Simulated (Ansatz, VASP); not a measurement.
# MoS2 in VASP and in Ansatz

```
CELL_PARAMETERS angstrom
3.19160 0.00000 0.00000
-1.59580 2.72651 0.00000
0.00000 0.00000 30.06000
ATOMIC_POSITIONS crystal
S 0.66694 0.33387 0.29996
S 0.66694 0.33387 0.40297
Mo 0.33279 0.66559 0.35146
```

Alike in both runs: functional PBEsol; k mesh 12 × 12 × 1; occupations gaussian, width 0.02 eV; no spin polarisation.

Ansatz relaxed the structure, and its values are those at the end. VASP's run is a single point on that final structure, the one shown.

|  | VASP | Ansatz |
| --- | --- | --- |
| version | VASP 6.6.1 | Ansatz 0.2.0 |
| potentials or method | VASP PAW PBE potentials, release 64 (S, Mo_sv) | scalar-relativistic, plane waves, PAW |
| plane-wave cutoff (eV) | 400 | 420 |
| valence electrons in the cell | 26 | 26 |

VASP gave:

- gap on the k mesh at the Fermi level (eV): 1.65
- least direct gap on the mesh (eV): 1.70

Problem. Estimate Ansatz's values.

Solution. gap on the k mesh at the Fermi level (eV): 1.64; least direct gap on the mesh (eV): 1.70.

VASP's potentials were made for PBE, not for PBEsol. Ansatz's warnings: slab cell height set.
